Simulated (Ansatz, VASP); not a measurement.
## ZnSe: VASP beside Ansatz

The input POSCAR:

```
ZnSe
1.0
    0.0000000000      2.7743560587      2.8324206827
    2.7743560587      0.0000000000      2.8324206827
    2.7743560587      2.7743560587      0.0000000000
Zn Se
1 1
Direct
    0.0000000000      0.0000000000      0.0000000000
    0.2500000000      0.2500000000      0.2500000000
```

The input INCAR.step1:

```
SYSTEM = ZnSe
ALGO = Normal
EDIFF = 1E-4
ENCUT = 520
GGA = PE
ISMEAR = 0
LASPH = .TRUE.
LCHARG = .FALSE.
LREAL = .FALSE.
LWAVE = .TRUE.
NBANDS = 16
NELM = 80
PREC = Accurate
SIGMA = 0.01
```

File INCAR.step2:

```
SYSTEM = ZnSe
ALGO = Normal
EDIFF = 1E-6
ENCUT = 520
ISIF = 2
ISMEAR = 0
ISTART = 1
LASPH = .TRUE.
LCHARG = .FALSE.
LMIXTAU = .TRUE.
LREAL = .FALSE.
LWAVE = .FALSE.
METAGGA = R2SCAN
NBANDS = 16
NELM = 80
PREC = Accurate
SIGMA = 0.01
```

KPOINTS

```
k-points
0
G
  8 8 8
  0 0 0
```

Input for Ansatz:

```yaml
crystal:
  lattice:
    - [0.0, 2.7743560587, 2.8324206827]
    - [2.7743560587, 0.0, 2.8324206827]
    - [2.7743560587, 2.7743560587, 0.0]
  atoms:
    - { symbol: Zn, position: [0.0, 0.0, 0.0] }
    - { symbol: Se, position: [0.25, 0.25, 0.25] }
kpoints:
  mp_grid: { grid: [8, 8, 8] }
  band_path:
    path:
      - [0.0, 0.0, 0.0]
      - [-0.5, -0.5, 0.0]
      - [-0.375, -0.375, 0.25]
      - [-0.375, 0.0, 0.375]
      - [0.0, 0.0, 0.5]
      - [-0.5, -0.25, 0.25]
    npoints: 1
hamiltonian:
  xc: r2scan
scf:
  occupations: { method: fixed }
  n_extra_bands: 4
output:
  forces: true
  stress: true
  eigenvalues: true
```

Change from the starting cell: biaxial_xy strain -2.0%.

Alike in both runs: task single point; functional r2SCAN; k mesh 8 × 8 × 8; no spin polarisation.

|  | VASP | Ansatz |
| --- | --- | --- |
| version | VASP 6.6.1 | Ansatz 0.2.0 |
| potentials or method | VASP PAW PBE potentials, release 64 (Zn, Se) | plane waves, PAW |
| plane-wave cutoff (eV) | 520 | 500 |
| occupations | gaussian, width 0.01 eV | fixed |
| valence electrons in the cell | 18 | 28 |

|  | VASP | Ansatz | Ansatz less VASP |
| --- | --- | --- | --- |
| gap on the k mesh at the Fermi level (eV) | 2.03 | 2.02 | -0.007 |
| pressure (GPa) | 3.1 | 3.0 | -0.12 |
| traceless stress, the component that is largest in VASP (GPa) | -0.55 | -0.52 | +0.026 |

VASP's potentials were made for PBE, not for r2SCAN. VASP's potentials hold 18 valence electrons a cell and Ansatz's 28, so a difference there can come from the potentials and not from the codes.
